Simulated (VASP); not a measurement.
Yb3Rh, 4 atoms in the cell. Symmetry: Pm-3m, No. 221, cubic system. Conventional cell: a = 4.612 Å, b = 4.612 Å, c = 4.612 Å, α = 90.00°, β = 90.00°, γ = 90.00°. Yb (site symmetry 4/mmm) has 8 Yb at 3.26 Å and 4 Rh at 3.26 Å within 4.3 Å. Rh (site symmetry m-3m) has 12 Yb at 3.26 Å within 4.3 Å. The cell was built from a structure type or drawn by symmetry, and may not be a known phase.

- Program: VASP 6.6.1
- Task: single point
- Functional: PBE
- Potentials or basis: VASP PAW PBE potentials, release 64 (Yb, Rh_pv)
- Cutoff: 520 eV
- k mesh: 4 × 4 × 4
- Occupations: gaussian, width 0.1 eV
- Spin: no spin polarisation
- Dipole correction: no
- Further INCAR settings: ALGO = Normal; EDIFF = 1e-06; NBANDS = 52

Potentials or basis: VASP PAW PBE potentials, release 64 (Yb, Rh_pv).

Launch:

```bash
$ cat potpaw_PBE.64/Yb/POTCAR potpaw_PBE.64/Rh_pv/POTCAR > POTCAR
$ mpirun -np 1 vasp_std > vasp.out
```

Hardware: 1 thread of Intel(R) Xeon(R) Platinum 8488C (Sapphire Rapids) (shared host).

Question: Estimate the wall time of this run.

Answer: It took 3.5 min on 1 thread of Intel(R) Xeon(R) Platinum 8488C (Sapphire Rapids), with other jobs on the host, peak memory 0.23 GiB. Counts: scf iterations 45, k points 10.
